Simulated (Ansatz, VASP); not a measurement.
Two plane-wave programs on Ta

File INCAR:

```
SYSTEM = Ta
PREC = Accurate ; ENCUT = 500
EDIFF = 1E-6 ; ISMEAR = 0
SIGMA = 0.15 ; LREAL = .FALSE.
LASPH = .TRUE. ; NELM = 120
ALGO = Normal ; ISIF = 2
LWAVE = .FALSE. ; LCHARG = .FALSE.
GGA = PE ; NBANDS = 18
GGA_COMPAT = .FALSE.
```

KPOINTS

```
Automatic mesh
0
G
  18 18 10
  0 0 0
```

Contents of POSCAR:

```
Ta
1.0
   -1.6512800000      1.6512800000      1.6512800000
    1.6512800000     -1.6512800000      1.6512800000
    3.3025600000      3.3025600000      0.0000000000
Ta
2
Direct
   -0.0064232606      0.0064232606      0.0000000000
    0.5064232606      0.4935767394      0.5000000000
```

Input for Ansatz:

```yaml
crystal:
  lattice:
    - [-1.65128, 1.65128, 1.65128]
    - [1.65128, -1.65128, 1.65128]
    - [3.30256, 3.30256, 0.0]
  atoms:
    - { symbol: Ta, position: [-0.0064232606, 0.0064232606, 0.0] }
    - { symbol: Ta, position: [0.5064232606, 0.4935767394, 0.5] }
basis:
  ecutwfc: 420
kpoints:
  mp_grid: { grid: [18, 18, 10] }
hamiltonian:
  xc: pbe
scf:
  occupations: { method: gaussian, width: 0.15 }
output:
  forces: true
  stress: true
  eigenvalues: true
```

Change from the starting cell: mode 4 (91.0 1/cm) frozen in, largest displacement +0.030 Å.

Alike in both runs: task single point; functional PBE; k mesh 18 × 18 × 10; occupations gaussian, width 0.15 eV; no spin polarisation.

|  | VASP | Ansatz |
| --- | --- | --- |
| version | VASP 6.6.1 | Ansatz 0.2.0 |
| potentials or method | VASP PAW PBE potentials, release 64 (Ta_pv), cutoff 500 eV | scalar-relativistic, plane waves, PAW |
| valence electrons in the cell | 22 | 26 |

```csv
,VASP,Ansatz,Ansatz less VASP
gap on the k mesh at the Fermi level (eV),none,none,-
pressure (GPa),3.2,3.1,-0.12
"traceless stress, the component that is largest in VASP (GPa)",0.11,0.11,+0.001
rms of the force components (eV/Å),0.095,0.095,+0.0003
```

Atom by atom the forces differ by 0.000 eV/Å (rms over components). A gap of «none» marks a metal or a gap that the smearing closes. The functional is the same, so the differences come from potentials, cutoffs and numerics. VASP's potentials hold 22 valence electrons a cell and Ansatz's 26, so a difference there can come from the potentials and not from the codes.

Spin-orbit coupling is off throughout.
